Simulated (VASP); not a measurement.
Input of a VASP 6.6.1 run:

Contents of INCAR:

```
SYSTEM = Hg
PREC = Accurate
ENCUT = 600
EDIFF = 1E-7
ISMEAR = -1
SIGMA = 0.1
LREAL = .False.
LASPH = .True.
NELM = 80
ALGO = Normal
ISIF = 3
LWAVE = .False.
LCHARG = .False.
GGA = RP
IBRION = 2
NSW = 80
EDIFFG = -0.01
```

File KPOINTS:

```
regular mesh
0
Gamma
  12 12 12
  0 0 0
```

File POSCAR:

```
Hg
1.0
    0.0000000000      2.2595506664      2.2595506664
    2.2595506664      0.0000000000      2.2595506664
    2.2595506664      2.2595506664      0.0000000000
Hg
1
Direct
    0.0000000000      0.0000000000      0.0000000000
```

Potentials or basis: VASP PAW PBE potentials, release 64 (Hg).

Command:

```sh
$ cat potpaw_PBE.64/Hg/POTCAR > POTCAR
$ mpirun -np 1 vasp_std > vasp.out
```

Question: Predict the relaxed cell.

Answer: a = 4.435 Å, b = 4.435 Å, c = 4.435 Å, α = 60.00°, β = 60.00°, γ = 60.00°.

Question: Predict the space group after relaxing (to 0.05 Å).

Answer: Fm-3m (No. 225).

Question: What does it give for the band gap on the k mesh?

Answer: 3.22 eV, indirect (least direct gap 3.76 eV).

Question: Predict the relaxed volume.

Answer: 61.68 Å³/atom.

Final structure:
```yaml
crystal:
  lattice:
    - [0.00000, 3.13604, 3.13604]
    - [3.13604, 0.00000, 3.13604]
    - [3.13604, 3.13604, 0.00000]
  atoms:
    - { symbol: Hg, position: [0.00000, 0.00000, 0.00000] }
```

Caveat: the volume moved by over 15 % at a fixed basis, so the end points are rough; the PAW data sets were made with another functional, which shifts forces and pressure a little; spin-orbit coupling is left out, which moves the levels of the heavy elements. A k mesh can miss the band edges.
